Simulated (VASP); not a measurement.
**CdS: single point with PBE**

The system is CdS.

```
Cd S
1.0
     0.00000    2.69704    2.69704
     2.69704    0.00000    2.69704
     2.69704    2.69704    0.00000
Cd S
1 1
Cartesian
  0.0000 0.0000 0.0000
  2.6970 2.6970 2.6970
```

This cell differs from its parent crystal: volume scaled by 0.94.

| Property | Result |
| --- | --- |
| Program | VASP 6.6.1 |
| Task | single point |
| Functional | PBE |
| Potentials or basis | VASP PAW PBE potentials, release 64 (Cd, S) |
| Cutoff | 520 eV |
| k mesh | 8 × 8 × 8 |
| Occupations | fermi-dirac, width 0.05 eV |
| Spin | no spin polarisation |

- Pressure: 5.1 GPa
- Band gap on the k mesh: 0.25 eV, indirect (least direct gap 1.95 eV)

Levels at points of the mesh, in eV from the valence-band top:
| k point | band 6 | band 7 | band 8 | band 9 | band 10 | band 11 | band 12 | band 13 |
| --- | --- | --- | --- | --- | --- | --- | --- | --- |
| (0.00, 0.00, 0.00) | -7.71 | -0.83 | -0.83 | -0.83 | 1.11 | 9.24 | 9.24 | 9.24 |
| (0.50, 0.00, 0.00) | -7.48 | -5.05 | 0.00 | 0.00 | 3.48 | 5.88 | 5.88 | 7.19 |
| (0.50, 0.50, 0.00) | -6.63 | -4.53 | -2.31 | -2.31 | 0.25 | 5.98 | 10.15 | 11.60 |

Wall time 14 s on 1 thread of AMD EPYC 9R45 96-Core Processor (Zen 5) (shared host), peak memory 0.13 GiB.

 A k mesh can miss the band edges.
